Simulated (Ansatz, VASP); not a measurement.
**Sc2Ta3O in VASP and in Ansatz**

The input INCAR:

```
PREC = Accurate ; ENCUT = 520
EDIFF = 1E-6 ; ISMEAR = 0
SIGMA = 0.1 ; LREAL = False
LASPH = True ; NELM = 60
ALGO = Normal ; ISIF = 2
LWAVE = False ; LCHARG = False
GGA = PE ; NBANDS = 40
```

Contents of KPOINTS:

```
Automatic mesh
0
Gamma
  6 6 6
```

Contents of POSCAR:

```
Sc2Ta3O
1.0
   -2.3217237500      2.3217237500      3.2435747600
    2.3217237500     -2.3217237500      3.2435747600
    2.3217237500      2.3217237500     -3.2435747600
Sc Ta O
2 3 1
Direct
    0.5000000000      0.0000000000      0.5000000000
    0.0000000000      0.5000000000      0.5000000000
    0.2422815700      0.2422815700      0.0000000000
    0.7577184300      0.7577184300      0.0000000000
    0.0000000000      0.0000000000      0.0000000000
    0.5000000000      0.5000000000      0.0000000000
```

Input for Ansatz:

```yaml
crystal:
  lattice:
    - [-2.32172375, 2.32172375, 3.24357476]
    - [2.32172375, -2.32172375, 3.24357476]
    - [2.32172375, 2.32172375, -3.24357476]
  atoms:
    - { symbol: Sc, position: [0.5, 0.0, 0.5] }
    - { symbol: Sc, position: [0.0, 0.5, 0.5] }
    - { symbol: Ta, position: [0.24228157, 0.24228157, 0.0] }
    - { symbol: Ta, position: [0.75771843, 0.75771843, 0.0] }
    - { symbol: Ta, position: [0.0, 0.0, 0.0] }
    - { symbol: O, position: [0.5, 0.5, 0.0] }
basis:
  ecutwfc: 420
kpoints:
  mp_grid: { grid: [6, 6, 6] }
hamiltonian:
  xc: pbe
scf:
  occupations: { method: gaussian, width: 0.1 }
  lower_state_search: "off"
output:
  forces: true
  stress: true
  eigenvalues: true
```

Alike in both runs: task single point; functional PBE; k mesh 6 × 6 × 6; occupations gaussian, width 0.1 eV; no spin polarisation.

```csv
,VASP,Ansatz
version,VASP 6.6.1,Ansatz 0.2.0
potentials or method,"VASP PAW PBE potentials, release 64 (Sc_sv, Ta_pv, O), cutoff 520 eV","scalar-relativistic, plane waves, PAW"
valence electrons in the cell,61,67
```

```csv
,VASP,Ansatz,Ansatz less VASP
gap on the k mesh at the Fermi level (eV),none,none,-
rms of the force components (eV/Å),25.953,28.851,+2.8978
```

Atom by atom the forces differ by 2.898 eV/Å (rms over components). A gap of «none» marks a metal or a gap that the smearing closes. VASP's potentials hold 61 valence electrons a cell and Ansatz's 67, so a difference there can come from the potentials and not from the codes.

Spin-orbit coupling is off throughout.
